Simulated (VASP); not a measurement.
# BN (Cm) in VASP: a series of runs

BN is run at these levels: r2SCAN; tasks: single point.

Everything below comes from runs of VASP 6.6.1. Logs are shortened: lines on timing, memory, paths and dates and some standing lists are left out, and cuts for length are marked.

## 1. The cell of the first run

Symmetry: Cm, No. 8, monoclinic system. Conventional cell: a = 4.406 Å, b = 2.544 Å, c = 4.208 Å, α = 90.00°, β = 90.00°, γ = 90.00°. B (site symmetry m) has 4 N at 1.34 to 1.75 Å within 1.8 Å. Within 2.0 Å of B (site symmetry m) lie 4 N at 1.49 to 1.86 Å. N (site symmetry m) has 4 B at 1.49 to 1.86 Å within 2.0 Å. Within 1.8 Å of N (site symmetry m) lie 4 B at 1.34 to 1.75 Å.

## 2. Single point, r2SCAN

Contents of POSCAR:

```
BN
1.0
    2.5439665232      0.0000000000      0.0000000000
   -1.2719832616      2.2031396355      0.0000000000
    0.0000000000      0.0000000000      4.2077449317
B N
2 2
Direct
    0.6666666667      0.3333333333      0.9997995909
    0.3333333333      0.6666666667      0.4997995909
    0.7307419243      0.4614838486      0.6493056783
    0.3974085910      0.7948171819      0.1493056783
```

Contents of INCAR.step1:

```
PREC     = Accurate       # precision mode
ENCUT    = 520            # plane-wave cutoff, eV
ISMEAR   = 0              # smearing method
SIGMA    = 0.05           # smearing width, eV
LREAL    = F              # projectors in reciprocal space
LASPH    = T              # aspherical terms in the spheres
NELM     = 100            # most SCF steps
NBANDS   = 16             # bands
GGA      = PE             # functional
ALGO     = Normal         # electronic algorithm
EDIFF    = 1E-4           # SCF threshold, eV
LWAVE    = T              # write WAVECAR
LCHARG   = F              # write CHGCAR
```

Contents of INCAR.step2:

```
PREC     = Accurate       # precision mode
ENCUT    = 520            # plane-wave cutoff, eV
EDIFF    = 1E-7           # SCF threshold, eV
ISMEAR   = 0              # smearing method
SIGMA    = 0.05           # smearing width, eV
LREAL    = F              # projectors in reciprocal space
LASPH    = T              # aspherical terms in the spheres
NELM     = 100            # most SCF steps
ALGO     = Normal         # electronic algorithm
ISIF     = 2              # what is computed and relaxed
LWAVE    = F              # write WAVECAR
LCHARG   = F              # write CHGCAR
METAGGA  = R2SCAN         # meta-GGA
LMIXTAU  = T            
NBANDS   = 16             # bands
ISTART   = 1
```

Contents of KPOINTS:

```
regular mesh
0
Gamma
  12 12 6
```

Potentials or basis: VASP PAW PBE potentials, release 64 (B, N).

Command:

```sh
> cat potpaw_PBE.64/B/POTCAR potpaw_PBE.64/N/POTCAR > POTCAR
> cp INCAR.step1 INCAR
> mpirun -np 1 vasp_std > vasp.out
> cp INCAR.step2 INCAR
> mpirun -np 1 vasp_std > vasp.out
```

OUTCAR:

```text
PREC = Accurate
   ENCUT = 520
   EDIFF = 1E-7
   ISMEAR = 0
   LREAL = F
   LASPH = T
   NELM = 100
   ISIF = 2
   METAGGA = R2SCAN
   ISTART = 1

 ion  position               nearest neighbor table
   1  0.667  0.333  1.000-   4 1.34   3 1.50   4 1.75   4 1.75
   2  0.333  0.667  0.500-   3 1.49   3 1.49   4 1.50   3 1.86
   3  0.731  0.461  0.649-   2 1.49   2 1.49   1 1.50   2 1.86
   4  0.397  0.795  0.149-   1 1.34   2 1.50   1 1.75   1 1.75

  LATTYP: Found a hexagonal cell.
 ALAT       =     2.5439665232
 C/A-ratio  =     1.6540095529

  Lattice vectors:

 A1 = (   2.5439665232,   0.0000000000,   0.0000000000)
 A2 = (  -1.2719832616,   2.2031396355,   0.0000000000)
 A3 = (   0.0000000000,   0.0000000000,   4.2077449317)

Analysis of symmetry for initial positions (statically):
=====================================================================
 Subroutine PRICEL returns:
 Original cell was already a primitive cell.

 Routine SETGRP: Setting up the symmetry group for a
 hexagonal supercell.

 Subroutine GETGRP returns: Found  2 space group operations
 (whereof  2 operations were pure point group operations)
 out of a pool of 24 trial point group operations.

The static configuration has the point symmetry C_1h.

Analysis of symmetry for dynamics (positions and initial velocities):
=====================================================================
 Subroutine PRICEL returns:
 Original cell was already a primitive cell.

 Routine SETGRP: Setting up the symmetry group for a
 hexagonal supercell.

 Subroutine GETGRP returns: Found  2 space group operations
 (whereof  2 operations were pure point group operations)
 out of a pool of 24 trial point group operations.

The dynamic configuration has the point symmetry C_1h.

 Subroutine INISYM returns: Found  2 space group operations
 (whereof  2 operations are pure point group operations),
 and found     1 'primitive' translations

----------------------------------------------------------------------------------------

                                     Primitive cell

  volume of cell :      23.5832

  direct lattice vectors                    reciprocal lattice vectors
     2.543966523  0.000000000  0.000000000     0.393086934  0.226948847  0.000000000
    -1.271983262  2.203139635  0.000000000     0.000000000  0.453897694  0.000000000
     0.000000000  0.000000000  4.207744932     0.000000000  0.000000000  0.237656991

  length of vectors
     2.543966523  2.543966523  4.207744932     0.453897694  0.453897694  0.237656991

[... 87 lines left out ...]
   NSW    =      0    number of steps for IOM
   IBRION =     -1    ionic relax: 0-MD 1-quasi-New 2-CG
   NFREE  =      0    steps in history (QN), initial steepest desc. (CG)
   ISIF   =      2    stress and relaxation
   ISYM   =      2    0-nonsym 1-usesym 2-fastsym
   POTIM  = 0.5000    time-step for ionic-motion
   TEBEG  =    0.0;   TEEND  =   0.0 temperature during run
   PSTRESS=    0.0 pullay stress
   NELECT =      16.0000    total number of electrons
   NUPDOWN=      -1.0000    fix difference up-down
   EMIN   =  10.00;   EMAX   =-10.00  energy-range for DOS
   EFERMI =   0.00;   METHOD = LEGACY
   ISMEAR =     0;   SIGMA  =   0.05  broadening in eV -4-tet -1-fermi 0-gaus
   EFERMI_NEDOS =   21; number of points for ismear=-14 and -15
   IALGO  =     38    algorithm
   IMIX   =      4    mixing-type and parameters
     AMIX     =   0.40;   BMIX     =  1.00
     AMIX_MAG =   1.60;   BMIX_MAG =  1.00
  volume/ion in A,a.u.               =       5.90        39.79
  Fermi-wavevector in a.u.,A,eV,Ry     =   1.438513  2.718396 28.154815  2.069321
  Thomas-Fermi vector in A             =   2.557472
   LORBIT       =      0    0 simple, 1 ext, 2 COOP (PROOUT), +10 PAW based schemes
   METAGGA = R2SCAN    functional components
   LHFCALC =     F    Hartree Fock is set to
   AEXX    =    0.0000 exact exchange contribution
   IVDW    =     0    specifies the selected vdW correction
   LEPSILON=     F    determine dielectric tensor
   LRPA    =     F    only Hartree local field effects (RPA)
 non-spin polarized calculation
 Gauss-broadening in eV      SIGMA  =   0.05
  energy-cutoff  :      520.00
  volume of cell :       23.58
 maximum number of plane-waves:       652
   NGX =  9   NGY =  9   NGZ = 15

 number of electron      16.0000002 magnetization

 Free energy of the ion-electron system (eV)
  ---------------------------------------------------
  ext. energy  EPLUGINS =         0.00000000
  ---------------------------------------------------
  free energy    TOTEN  =       -36.47836101 eV

  energy without entropy =      -36.47836101  energy(sigma->0) =      -36.47836101

 E-fermi :   8.9766     XC(G=0): -13.6355

 val. band max:        8.6999321629   @ k =   0.0000   0.0000   0.0000
 cond. band min:      11.7347632549   @ k =   0.3333   0.3333   0.0000
 fundamental gap:      3.0348310921
 Fermi energy:         8.9765537073

 k-point     1 :       0.0000    0.0000    0.0000
  band No.  band energies     occupation
      1     -14.0869      2.00000
      2     -10.0146      2.00000
      3      -4.1506      2.00000
      4       4.0187      2.00000
      5       4.4474      2.00000
      6       6.4083      2.00000
[... 433 lines left out ...]
      3      -1.8805      2.00000
      4      -1.3024      2.00000
      5       0.6540      2.00000
      6       2.4349      2.00000
[... 8 lines left out ...]
     15      25.6021      0.00000
     16      27.0364      0.00000

 [... further k-points ...]

------------------------ aborting loop because EDIFF is reached ----------------------------------------

  FORCE on cell =-STRESS in cart. coord.  units (eV):
  Direction    XX          YY          ZZ          XY          YZ          ZX
  --------------------------------------------------------------------------------------
  -------------------------------------------------------------------------------------
  Total        1.7039979      6.1987242      1.7715994      0.0000000     -1.0615188      0.0000000
  in kB      115.7648804    421.1240795    120.3575374      0.0000000    -72.1166356      0.0000000
  external PRESSURE =     219.0821658 kB  Pullay stress =       0.0000000 kB

 VOLUME and BASIS-vectors are now :
 -----------------------------------------------------------------------------
  energy-cutoff  :      520.00
  volume of cell :       23.58
      direct lattice vectors                 reciprocal lattice vectors
     2.543966523  0.000000000  0.000000000     0.393086934  0.226948847  0.000000000
    -1.271983262  2.203139635  0.000000000     0.000000000  0.453897694  0.000000000
     0.000000000  0.000000000  4.207744932     0.000000000  0.000000000  0.237656991

 POSITION                                       TOTAL-FORCE (eV/Angst)
 -----------------------------------------------------------------------------------
      1.27198      0.73438      4.20690        -0.000000      7.524615     -0.186402
     -0.00000      1.46876      2.10303         0.000000      3.146286      1.070458
      1.27198      1.01671      2.73211         0.000000     -3.004058     -1.137814
      0.00000      1.75109      0.62824         0.000000     -7.666844      0.253758
 -----------------------------------------------------------------------------------
    total drift:                               -0.000001      0.000133     -0.000263

  FREE ENERGIE OF THE ION-ELECTRON SYSTEM (eV)
  ---------------------------------------------------
  free  energy   TOTEN  =       -36.4783610126 eV

  energy  without entropy=      -36.4783610126  energy(sigma->0) =      -36.47836101
```

OSZICAR.step1:

```text
N       E                     dE             d eps       ncg     rms          rms(c)
DAV:   1     0.387710828588E+02    0.38771E+02   -0.83786E+03  7776   0.976E+02
DAV:   2    -0.333256406970E+02   -0.72097E+02   -0.67397E+02 10760   0.232E+02
DAV:   3    -0.355087754522E+02   -0.21831E+01   -0.21780E+01  9408   0.373E+01
DAV:   4    -0.355140786822E+02   -0.53032E-02   -0.53028E-02  9544   0.208E+00
DAV:   5    -0.355140940574E+02   -0.15375E-04   -0.15375E-04  8840   0.105E-01    0.106E+01
DAV:   6    -0.332292585320E+02    0.22848E+01   -0.29950E+00 10400   0.157E+01    0.478E+00
DAV:   7    -0.330775326053E+02    0.15173E+00   -0.41817E-01 10936   0.530E+00    0.296E+00
DAV:   8    -0.330443332381E+02    0.33199E-01   -0.66504E-02 10528   0.220E+00    0.307E-01
DAV:   9    -0.330425873139E+02    0.17459E-02   -0.46740E-03  9136   0.719E-01    0.162E-01
DAV:  10    -0.330427809790E+02   -0.19367E-03   -0.53884E-04 10296   0.198E-01    0.352E-02
DAV:  11    -0.330427992140E+02   -0.18235E-04   -0.47929E-05  4288   0.658E-02
   1 F= -.33042799E+02 E0= -.33042799E+02  d E =-.397194E-13
```

Run time: 3.6 min. Hardware: 1 thread of Intel Xeon 8259CL, shared host; peak memory 0.2 GiB.

Results:

```
Free energy            : -36.4784 eV
Pressure               : 21.9 GPa
Largest force          : 7.671 eV/Å
Band gap on the k mesh : 3.03 eV (least direct gap 6.37 eV)
```

Forces in eV/Å, atoms in the order of the input:
```
B    0.000  7.525 -0.186
B    0.000  3.146  1.070
N    0.000 -3.004 -1.138
N    0.000 -7.667  0.254
```

Stress tensor (GPa, compression positive):
```
11.58  0.00  0.00
 0.00 42.11 -7.21
 0.00 -7.21 12.04
```

Caveat: the cell differs from its parent crystal (all N atoms moved -0.300 Å, as atom 3 towards its neighbour atom 2 (B) at 1.561 Å); the stress differs along the axes, from 12 to 42 GPa; the PAW data sets were made with another functional, which shifts forces and pressure a little. A k mesh can miss the band edges.

## 3. Single point, r2SCAN

Changes to POSCAR since step 2:

```diff
@@ -10,3 +10,3 @@
     0.3333333333      0.6666666667      0.4997995909
-    0.7307419243      0.4614838486      0.6493056783
-    0.3974085910      0.7948171819      0.1493056783
+    0.6186102235      0.2372204469      0.6071214572
+    0.2852768901      0.5705537802      0.1071214572
```

Contents of INCAR.step1:

```
  ALGO = Normal
  EDIFF = 1E-4
  ENCUT = 520
  GGA = PE
  ISMEAR = 0
  LASPH = T
  LCHARG = F
  LREAL = F
  LWAVE = T
  NBANDS = 16
  NELM = 80
  PREC = Accurate
  SIGMA = 0.05
```

Contents of INCAR.step2:

```
  ALGO = Normal
  EDIFF = 1E-6
  ENCUT = 520
  ISIF = 2
  ISMEAR = 0
  ISTART = 1
  LASPH = T
  LCHARG = F
  LMIXTAU = T
  LREAL = F
  LWAVE = F
  METAGGA = R2SCAN
  NBANDS = 16
  NELM = 80
  PREC = Accurate
  SIGMA = 0.05
```

Contents of KPOINTS:

```
k-points
0
Gamma
  12 12 6
```

Potentials or basis: VASP PAW PBE potentials, release 64 (B, N).

Command:

```sh
> cat potpaw_PBE.64/B/POTCAR potpaw_PBE.64/N/POTCAR > POTCAR
> cp INCAR.step1 INCAR
> mpirun -np 1 vasp_std > vasp.out
> cp INCAR.step2 INCAR
> mpirun -np 1 vasp_std > vasp.out
```

Run time: 3.9 min. Hardware: 1 thread of Intel Xeon 8259CL, shared host; peak memory 0.19 GiB.

The run converged. Its results:

```
Free energy            : -36.8513 eV
Pressure               : 19.4 GPa
Largest force          : 8.650 eV/Å
Band gap on the k mesh : 5.12 eV (least direct gap 7.17 eV)
```

Forces on the atoms (eV/Å):
```
B    0.000 -4.173 -2.255
B    0.000 -8.052 -2.882
N    0.000  8.156  2.880
N    0.000  4.069  2.257
```

Stress tensor (GPa, compression positive):
```
12.54  0.00  0.00
 0.00 34.32  9.24
 0.00  9.24 11.45
```

Levels at points of the mesh, in eV from the valence-band top:
```tsv
k point	band 5	band 6	band 7	band 8	band 9	band 10	band 11	band 12
(0.00, 0.00, 0.00)	-4.47	-1.08	-0.57	0.00	7.17	7.36	7.65	8.56
(0.50, 0.00, 0.00)	-7.97	-6.03	-5.29	-3.07	5.19	6.45	10.14	11.72
(0.00, 0.50, 0.00)	-7.75	-6.91	-5.05	-3.67	6.25	7.73	11.18	11.58
(0.00, 0.00, 0.50)	-4.40	-3.85	-0.86	-0.71	7.08	7.44	8.20	9.81
(0.50, 0.00, 0.50)	-6.12	-5.38	-3.62	-3.50	5.15	5.68	7.99	9.16
(0.00, 0.50, 0.50)	-6.38	-4.54	-4.26	-4.18	5.14	6.57	8.47	10.44
```

Caveat: the cell differs from its parent crystal (all N atoms moved +0.225 Å, as atom 3 towards its neighbour atom 2 (B) at 1.561 Å); the stress differs along the axes, from 11 to 34 GPa; the PAW data sets were made with another functional, which shifts forces and pressure a little. A k mesh can miss the band edges.

[end of part 1 of 2]
